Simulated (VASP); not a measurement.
Here is a VASP 6.6.1 calculation.

The input INCAR:

```
PREC     = Accurate       # precision mode
ENCUT    = 500            # plane-wave cutoff, eV
EDIFF    = 1E-6           # SCF threshold, eV
ISMEAR   = 0              # smearing method
SIGMA    = 0.1            # smearing width, eV
LREAL    = F              # projectors in reciprocal space
LASPH    = T              # aspherical terms in the spheres
NELM     = 200            # most SCF steps
ALGO     = Normal         # electronic algorithm
ISIF     = 2              # what is computed and relaxed
LWAVE    = F              # write WAVECAR
LCHARG   = T              # write CHGCAR
LMAXMIX  = 4              # l up to which the mixer works
LDAU     = T              # DFT+U
LDAUTYPE = 1            
LDAUL    = 2 -1           # shell
LDAUU    = 4.7 0          # U, eV
LDAUJ    = 0.91 0       
LDAUPRINT= 1            
GGA      = PE             # functional
LELF     = T              # ELF
LVHAR    = T            
NBANDS   = 15             # bands
GGA_COMPAT= F
```

File KPOINTS:

```
regular mesh
0
Gamma
  9 9 8
```

POSCAR

```
HfB2
1.0
    3.1326790839      0.0000000000      0.0000000000
   -1.5663395419      2.7129796685      0.0000000000
    0.0000000000      0.0000000000      3.4792139900
Hf B
1 2
Direct
    0.0000000000      0.0000000000      0.0000000000
    0.3333333333      0.6666666667      0.5000000000
    0.6666666667      0.3333333333      0.5000000000
```

Potentials or basis: VASP PAW PBE potentials, release 64 (Hf_pv, B).

Launch:

```sh
$ cat potpaw_PBE.64/Hf_pv/POTCAR potpaw_PBE.64/B/POTCAR > POTCAR
$ mpirun -np 1 vasp_std > vasp.out
```

(1) What does it give for the band gap on the k mesh?

(2) What does it give for the pressure?

## Answers

(1) zero (band 8 reaches 8.93 eV, above the bottom of band 9 at 8.16 eV).

(2) 13.6 GPa.

Caveat: spin-orbit coupling is left out, which moves the levels of the heavy elements; U without spin polarisation on a metal has little footing; the U is typed as a test and isn't derived for this compound.
